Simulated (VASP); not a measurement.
Here is a VASP 6.6.1 calculation.

POSCAR

```
Rh
1.0
    0.0000000000      1.8791057054      1.8791057054
    1.8791057054      0.0000000000      1.8791057054
    1.8791057054      1.8791057054      0.0000000000
Rh
1
Direct
    0.0000000000      0.0000000000      0.0000000000
```

File INCAR.step1:

```
SYSTEM = Rh
  PREC = Accurate
  ENCUT = 520
  ISMEAR = -1
  SIGMA = 0.05
  LREAL = .False.
  LASPH = .True.
  NELM = 80
  NBANDS = 14
  GGA = PE
  ALGO = Normal
  EDIFF = 1E-4
  LWAVE = .True.
  LCHARG = .False.
```

Contents of INCAR.step2:

```
SYSTEM = Rh
  PREC = Accurate
  ENCUT = 520
  EDIFF = 1E-6
  ISMEAR = -1
  SIGMA = 0.05
  LREAL = .False.
  LASPH = .True.
  NELM = 80
  ALGO = Normal
  ISIF = 2
  LWAVE = .False.
  LCHARG = .False.
  METAGGA = R2SCAN
  LMIXTAU = .True.
  NBANDS = 14
  ISTART = 1
```

The input KPOINTS:

```
regular mesh
0
Gamma
  12 12 12
  0 0 0
```

Potentials or basis: VASP PAW PBE potentials, release 64 (Rh_pv).

Command:

```console
$ cat potpaw_PBE.64/Rh_pv/POTCAR > POTCAR
$ cp INCAR.step1 INCAR
$ mpirun -np 1 vasp_std > vasp.out
$ cp INCAR.step2 INCAR
$ mpirun -np 1 vasp_std > vasp.out
```

Q: Predict the pressure.

A: 11.4 GPa.

Caveat: the PAW data sets were made with another functional, which shifts forces and pressure a little.
